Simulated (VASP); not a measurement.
# SnW (Cmcm) in VASP: notebook, part 2 of 3

VASP 6.6.1.

## Step 3: Single point, PBE

This run uses another cell than the first one, of 22.69 Å³/atom.

File INCAR:

```
ALGO = Fast ; EDIFF = 1E-6
ENCUT = 520 ; GGA = PE
ISIF = 2 ; ISMEAR = 0
LASPH = True ; LCHARG = True
LELF = True ; LREAL = False
LVHAR = True ; LWAVE = False
NBANDS = 36 ; NELM = 60
PREC = Accurate ; SIGMA = 0.1
```

File KPOINTS:

```
k-points
0
Gamma
  4 4 4
```

File POSCAR:

```
SnW
1.0
    2.1209154621     -5.3390250662      0.0000000000
    2.1209154621      5.3390250662      0.0000000000
    0.0000000000      0.0000000000      4.0067178937
Sn W
2 2
Direct
    0.8590000000      0.1410000000      0.7500000000
    0.1410000000      0.8590000000      0.2500000000
    0.5740000000      0.4260000000      0.7500000000
    0.4260000000      0.5740000000      0.2500000000
```

Potentials or basis: VASP PAW PBE potentials, release 64 (Sn_d, W_sv).

Launch:

```console
$ cat potpaw_PBE.64/Sn_d/POTCAR potpaw_PBE.64/W_sv/POTCAR > POTCAR
$ mpirun -np 1 vasp_std > vasp.out
```

OUTCAR:

```text
EDIFF = 1E-6
   ENCUT = 520
   GGA = PE
   ISIF = 2
   ISMEAR = 0
   LASPH = True
   LREAL = False
   NELM = 60
   PREC = Accurate

 ion  position               nearest neighbor table
   1  0.859  0.141  0.750-   4 3.00   4 3.00   4 3.00   4 3.00   3 3.04   3 3.13   3 3.13   2 3.62
                             2 3.62   2 3.73   2 3.73   2 3.73   2 3.73
   2  0.141  0.859  0.250-   3 3.00   3 3.00   3 3.00   3 3.00   4 3.04   4 3.13   4 3.13   1 3.62
                             1 3.62   1 3.73   1 3.73   1 3.73   1 3.73
   3  0.574  0.426  0.750-   4 2.55   4 2.55   2 3.00   2 3.00   2 3.00   2 3.00   1 3.04   1 3.13
                             1 3.13
   4  0.426  0.574  0.250-   3 2.55   3 2.55   1 3.00   1 3.00   1 3.00   1 3.00   2 3.04   2 3.13
                             2 3.13

  LATTYP: Found a base centered orthorhombic cell.
 ALAT       =     4.2418309242
 B/A-ratio  =     2.5173210161
 C/A-ratio  =     0.9445727483

  Lattice vectors:

 A1 = (   2.1209154621,  -5.3390250662,   0.0000000000)
 A2 = (   2.1209154621,   5.3390250662,   0.0000000000)
 A3 = (   0.0000000000,   0.0000000000,   4.0067178937)

Analysis of symmetry for initial positions (statically):
=====================================================================
 Subroutine PRICEL returns:
 Original cell was already a primitive cell.

 Routine SETGRP: Setting up the symmetry group for a
 base centered orthorhombic supercell.

 Subroutine GETGRP returns: Found  8 space group operations
 (whereof  4 operations were pure point group operations)
 out of a pool of  8 trial point group operations.

The static configuration has the point symmetry C_2h.
 The point group associated with its full space group is D_2h.

Analysis of symmetry for dynamics (positions and initial velocities):
=====================================================================
 Subroutine PRICEL returns:
 Original cell was already a primitive cell.

[... 126 lines left out ...]
   IMIX   =      4    mixing-type and parameters
     AMIX     =   0.40;   BMIX     =  1.00
     AMIX_MAG =   1.60;   BMIX_MAG =  1.00
  volume/ion in A,a.u.               =      22.69       153.09
  Fermi-wavevector in a.u.,A,eV,Ry     =   1.393808  2.633914 26.432031  1.942699
  Thomas-Fermi vector in A             =   2.517418
   LORBIT       =      0    0 simple, 1 ext, 2 COOP (PROOUT), +10 PAW based schemes
   GGA     = PE    functional components
   LHFCALC =     F    Hartree Fock is set to
   AEXX    =    0.0000 exact exchange contribution
   IVDW    =     0    specifies the selected vdW correction
   LEPSILON=     F    determine dielectric tensor
   LRPA    =     F    only Hartree local field effects (RPA)
 non-spin polarized calculation
 RMM-DIIS sequential band-by-band and
 Gauss-broadening in eV      SIGMA  =   0.10
  energy-cutoff  :      520.00
  volume of cell :       90.74
 maximum number of plane-waves:      2470
 NGX is ok and might be reduce to    48
   NGX = 21   NGY = 21   NGZ = 15

 number of electron      56.0000003 magnetization

 Free energy of the ion-electron system (eV)
  ---------------------------------------------------
  ext. energy  EPLUGINS =         0.00000000
  ---------------------------------------------------
  free energy    TOTEN  =       -30.77331606 eV

  energy without entropy =      -30.76619820  energy(sigma->0) =      -30.76975713

 E-fermi :   8.5221     XC(G=0): -11.3261

 val. band max:        8.5182770419   @ k =   0.5000   0.0000   0.0000
 cond. band min:       8.5941691305   @ k =   0.5000   0.0000   0.2500
 fundamental gap:      0.0758920886
 Fermi energy:         8.5221129950

 k-point     1 :       0.0000    0.0000    0.0000
  band No.  band energies     occupation
      1     -65.6329      2.00000
      2     -65.4981      2.00000
      3     -30.1199      2.00000
      4     -30.0315      2.00000
      5     -29.9818      2.00000
      6     -29.7929      2.00000
[... 808 lines left out ...]
     35      13.4107      0.00000
     36      13.4592      0.00000

------------------------ aborting loop because EDIFF is reached ----------------------------------------

  FORCE on cell =-STRESS in cart. coord.  units (eV):
  Direction    XX          YY          ZZ          XY          YZ          ZX
  --------------------------------------------------------------------------------------
  -------------------------------------------------------------------------------------
  Total       -5.1652605     -4.0245507     -2.5250984      0.0000000      0.0000000      0.0000000
  in kB      -91.2008174    -71.0597881    -44.5845928      0.0000000      0.0000000      0.0000000
  external PRESSURE =     -68.9483994 kB  Pullay stress =       0.0000000 kB

 VOLUME and BASIS-vectors are now :
 -----------------------------------------------------------------------------
  energy-cutoff  :      520.00
  volume of cell :       90.74
      direct lattice vectors                 reciprocal lattice vectors
     2.120915462 -5.339025066  0.000000000     0.235747256 -0.093650057  0.000000000
     2.120915462  5.339025066  0.000000000     0.235747256  0.093650057  0.000000000
     0.000000000  0.000000000  4.006717894     0.000000000  0.000000000  0.249580836

 POSITION                                       TOTAL-FORCE (eV/Angst)
 -----------------------------------------------------------------------------------
      2.12092     -3.83342      3.00504         0.000000      0.080777      0.000000
      2.12092      3.83342      1.00168         0.000000     -0.080777     -0.000000
      2.12092     -0.79018      3.00504         0.000000     -0.029162      0.000000
      2.12092      0.79018      1.00168         0.000000      0.029162     -0.000000
 -----------------------------------------------------------------------------------
    total drift:                                0.000000     -0.000000      0.000000

  FREE ENERGIE OF THE ION-ELECTRON SYSTEM (eV)
  ---------------------------------------------------
  free  energy   TOTEN  =       -30.7733160648 eV

  energy  without entropy=      -30.7661981950  energy(sigma->0) =      -30.76975713
```

OSZICAR:

```text
N       E                     dE             d eps       ncg     rms          rms(c)
DAV:   1     0.661685149396E+03    0.66169E+03   -0.30754E+04  1608   0.227E+03
DAV:   2     0.378696701234E+02   -0.62382E+03   -0.61220E+03  1528   0.616E+02
DAV:   3    -0.288869172370E+02   -0.66757E+02   -0.64386E+02  1732   0.182E+02
DAV:   4    -0.320009713816E+02   -0.31141E+01   -0.30655E+01  1944   0.384E+01
DAV:   5    -0.320737986853E+02   -0.72827E-01   -0.72708E-01  1948   0.601E+00    0.207E+01
RMM:   6    -0.309429991902E+02    0.11308E+01   -0.21125E+00  1811   0.746E+00    0.790E+00
RMM:   7    -0.307737317606E+02    0.16927E+00   -0.10060E+00  1843   0.551E+00    0.114E+00
RMM:   8    -0.307732787225E+02    0.45304E-03   -0.13092E-01  2199   0.189E+00    0.473E-01
RMM:   9    -0.307727932707E+02    0.48545E-03   -0.23042E-02  2248   0.102E+00    0.121E-01
RMM:  10    -0.307732163095E+02   -0.42304E-03   -0.72205E-03  2441   0.443E-01    0.116E-01
RMM:  11    -0.307732886340E+02   -0.72324E-04   -0.93772E-04  2311   0.183E-01    0.377E-02
RMM:  12    -0.307733094002E+02   -0.20766E-04   -0.37764E-04  2373   0.981E-02    0.875E-03
RMM:  13    -0.307733158909E+02   -0.64906E-05   -0.81443E-05  2104   0.458E-02    0.663E-03
RMM:  14    -0.307733165926E+02   -0.70174E-06   -0.12977E-05  1876   0.197E-02    0.485E-03
RMM:  15    -0.307733160648E+02    0.52776E-06   -0.24496E-06  1423   0.109E-02
   1 F= -.30773316E+02 E0= -.30769757E+02  d E =-.711787E-02
```

It took 67 s on 1 thread of AMD EPYC 9R45 (Zen 5), shared host; peak memory 0.24 GiB.

Results:

| Property | Result |
| --- | --- |
| Free energy | -30.7733 eV |
| Pressure | -6.9 GPa |
| Largest force | 0.081 eV/Å |
| Band gap on the k mesh | zero (bands 28 and 29 overlap by 0.70 eV) |

Forces in eV/Å, atoms in the order of the input:
```
Sn   0.000  0.081  0.000
Sn   0.000 -0.081  0.000
W    0.000 -0.029  0.000
W    0.000  0.029  0.000
```

Stress tensor (GPa, compression positive):
```
-9.12  0.00  0.00
 0.00 -7.11  0.00
 0.00  0.00 -4.46
```

Caveat: the k points lie up to 0.40 Å⁻¹ apart, too coarse for converged energies and pressures of a metal; spin-orbit coupling is left out, which moves the levels of the heavy elements.

## Step 4: Single point, PBE

This run uses another cell than the first one, of 19.95 Å³/atom.

File INCAR:

```
  PREC = Accurate
  ENCUT = 520
  EDIFF = 1E-7
  ISMEAR = 0
  SIGMA = 0.1
  LREAL = F
  LASPH = T
  NELM = 100
  ALGO = Fast
  ISIF = 2
  LWAVE = F
  LCHARG = F
  GGA = PE
  NBANDS = 36
```

File KPOINTS:

```
Automatic mesh
0
Gamma
  6 6 4
```

File POSCAR:

```
SnW
1.0
    1.7142425501     -5.2398636480      0.0000000000
    1.7142425501      5.2398636480      0.0000000000
    0.0000000000      0.0000000000      4.4420336517
Sn W
2 2
Direct
    0.8439737943      0.1560262057      0.7500000000
    0.1560262057      0.8439737943      0.2500000000
    0.5669606180      0.4330393820      0.7500000000
    0.4330393820      0.5669606180      0.2500000000
```

Launch:

```console
$ cat potpaw_PBE.64/Sn_d/POTCAR potpaw_PBE.64/W_sv/POTCAR > POTCAR
$ mpirun -np 1 vasp_std > vasp.out
```

Run time: 1.9 min. Hardware: 1 thread of AMD EPYC 9R45 (Zen 5), shared host; peak memory 0.27 GiB.

Results (log left out):

```
Free energy            : -31.6010 eV
Pressure               : 0.0 GPa
Largest force          : 0.006 eV/Å
Band gap on the k mesh : zero (bands 28 and 29 overlap by 0.70 eV)
```

Forces on the atoms (eV/Å):
```
Sn   0.000 -0.005  0.000
Sn   0.000  0.005  0.000
W    0.000  0.006  0.000
W    0.000 -0.006  0.000
```

Stress tensor (GPa, compression positive):
```
-0.06  0.00  0.00
 0.00  0.05  0.00
 0.00  0.00  0.10
```

Levels at points of the mesh, in eV from the Fermi level:
```csv
k point,band 25,band 26,band 27,band 28,band 29,band 30,band 31,band 32
"(0.00, 0.00, 0.00)",-1.20,-0.82,-0.62,-0.39,0.01,0.39,1.88,2.26
"(0.50, 0.00, 0.00)",-1.46,-0.57,-0.56,0.15,0.68,1.63,2.58,3.16
"(0.50, 0.50, 0.00)",-1.31,-1.28,-0.83,0.13,0.42,0.44,1.90,2.32
"(0.00, 0.00, 0.50)",-1.62,-1.62,-1.48,-1.48,1.47,1.47,1.88,1.88
"(0.50, 0.00, 0.50)",-2.03,-2.03,-1.19,-1.19,1.72,1.72,2.52,2.52
"(0.50, 0.50, 0.50)",-1.47,-1.47,-1.15,-1.15,1.54,1.54,2.33,2.33
```

Caveat: spin-orbit coupling is left out, which moves the levels of the heavy elements.

(Part 2 of 3 ends here.)

The gap in the log of VASP goes by the Fermi energy; the results here count the filled bands.